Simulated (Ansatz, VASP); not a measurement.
Two plane-wave programs on GaP

```xyz
2
Lattice="0.0000 2.7526 2.7526 2.7526 0.0000 2.7526 2.7526 2.7526 0.0000" Properties=species:S:1:pos:R:3 pbc="T T T"
Ga    0.0000    0.0000    0.0000
P     4.1288    4.1288    4.1288
```

Alike in both runs: functional PBE; k mesh 8 × 8 × 8; occupations gaussian, width 0.02 eV; no spin polarisation.

Ansatz relaxed the structure, and its values are those at the end. VASP's run is a single point on that final structure, the one shown.

|  | VASP | Ansatz |
| --- | --- | --- |
| version | VASP 6.6.1 | Ansatz 0.2.0 |
| potentials or method | VASP PAW PBE potentials, release 64 (Ga_d, P), cutoff 500 eV | scalar-relativistic, plane waves, PAW |
| valence electrons in the cell | 18 | 18 |

```csv
,VASP,Ansatz,Ansatz less VASP
gap on the k mesh at the Fermi level (eV),1.58,1.58,+0.003
least direct gap on the mesh (eV),1.58,1.58,+0.003
pressure (GPa),0.0,0.0,+0.08
```
